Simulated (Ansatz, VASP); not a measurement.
# HgTe in VASP and in Ansatz

```
Hg Te
1.0
     0.00000    3.32480    3.32480
     3.32480    0.00000    3.32480
     3.32480    3.32480    0.00000
Hg Te
1 1
Direct
  0.00000 0.00000 0.00000
  0.75000 0.75000 0.75000
```

Alike in both runs: functional PBE; k mesh 12 × 12 × 12; occupations gaussian, width 0.1 eV; no spin polarisation.

Ansatz relaxed the structure, and its values are those at the end. VASP's run is a single point on that final structure, the one shown.

```csv
,VASP,Ansatz
version,VASP 6.6.1,Ansatz 0.2.0
potentials or method,"VASP PAW PBE potentials, release 64 (Hg, Te), cutoff 520 eV","scalar-relativistic, plane waves, PAW"
valence electrons in the cell,18,36
```

|  | VASP | Ansatz | Ansatz less VASP |
| --- | --- | --- | --- |
| gap on the k mesh at the Fermi level (eV) | none | none | - |
| pressure (GPa) | 0.1 | 0.0 | -0.04 |

A gap of «none» marks a metal or a gap that the smearing closes. VASP's potentials hold 18 valence electrons a cell and Ansatz's 36, so a difference there can come from the potentials and not from the codes.

Spin-orbit coupling is off throughout.
